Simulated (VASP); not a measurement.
The system is TaHBr2.

```
CELL_PARAMETERS angstrom
4.53344 0.00000 0.00000
0.00000 4.53344 0.00000
0.00000 0.00000 8.81820
ATOMIC_POSITIONS crystal
Ta 0.00000 0.50000 0.90107
Ta 0.50000 0.00000 0.09893
H 0.50000 0.00000 0.70472
H 0.00000 0.50000 0.29528
Br 0.00000 0.50000 0.64528
Br 0.50000 0.00000 0.35472
Br 0.50000 0.50000 0.00000
Br 0.00000 0.00000 0.00000
```

The cell was generated, and may not be a known phase.

| Quantity | Value |
| --- | --- |
| Program | VASP 6.6.1 |
| Task | relaxation of cell and atoms |
| Functional | PBE |
| Potentials or basis | VASP PAW PBE potentials, release 64 (Ta_pv, H, Br) |
| Cutoff | 600 eV |
| k mesh | 4 × 4 × 2 |
| Occupations | gaussian, width 0.1 eV |
| Spin | collinear spin |
| Starting moments | [1.0, 1.0, 0.0, 0.0, 0.0, 0.0, 0.0, 0.0] μB |

At the start: pressure 17.3 GPa; volume 22.65 Å³/atom.

Where does the relaxation end?

Over 67 steps the energy falls by 960.5 meV/atom and the volume is 29.53 Å³/atom (+30.4 %); space group P4/nmm (No. 129, to 0.1 Å) before and after; moment 2.87 μB per cell.

Step by step:
```tsv
step	energy change (eV)	largest force (eV/Å)	pressure (GPa)	volume (Å³)
1	0.0000	3.0965	17.30	181.23
3	-2.4384	1.0283	-0.12	227.66
5	-2.7719	1.1071	-0.42	232.33
7	-3.9633	2.6404	-1.84	229.19
9	-4.9817	6.1429	6.44	213.84
11	-5.4763	6.4114	3.66	217.16
13	-5.5811	5.5293	3.92	217.19
15	-5.5781	5.2658	4.04	217.19
17	-5.7806	4.7679	3.35	217.66
19	-6.4506	2.9440	0.63	219.75
21	-6.9036	1.2865	-2.92	223.43
23	-6.9502	1.2606	-3.00	222.58
25	-7.2412	0.6208	-1.38	212.37
27	-7.3202	0.5313	0.17	204.97
29	-7.3490	0.4743	0.33	203.99
31	-7.3942	0.4832	0.57	202.35
33	-7.4620	0.3536	1.08	206.35
35	-7.4788	0.4895	1.10	208.72
37	-7.5544	0.2654	-0.18	219.45
39	-7.5685	0.2206	-0.85	227.13
41	-7.5967	0.2220	-0.23	226.82
43	-7.5997	0.3658	0.09	226.65
45	-7.6118	0.0884	0.22	227.05
47	-7.6159	0.1453	-0.09	230.38
49	-7.6188	0.0382	-0.20	232.30
51	-7.6218	0.1234	0.08	231.01
53	-7.6235	0.0840	0.00	231.03
55	-7.6253	0.1315	0.11	231.10
57	-7.6266	0.1308	0.10	231.25
59	-7.6329	0.1286	0.03	231.91
61	-7.6655	0.1167	0.04	234.42
63	-7.6818	0.1507	0.13	235.91
65	-7.6705	0.2953	-0.46	238.32
67	-7.6843	0.0325	0.01	236.27
```

Final structure:
```
Ta H Br
1.0
     5.18831    0.00000    0.00000
     0.00000    5.18831    0.00000
     0.00000    0.00000    8.77711
Ta H Br
2 2 4
Direct
  0.00000 0.50000 0.91757
  0.50000 0.00000 0.08243
  0.50000 0.00000 0.87536
  0.00000 0.50000 0.12464
  0.00000 0.50000 0.63493
  0.50000 0.00000 0.36507
  0.50000 0.50000 0.00000
  0.00000 0.00000 0.00000
```

Caveat: the volume moved by over 15 % at a fixed basis, so the end points are rough.
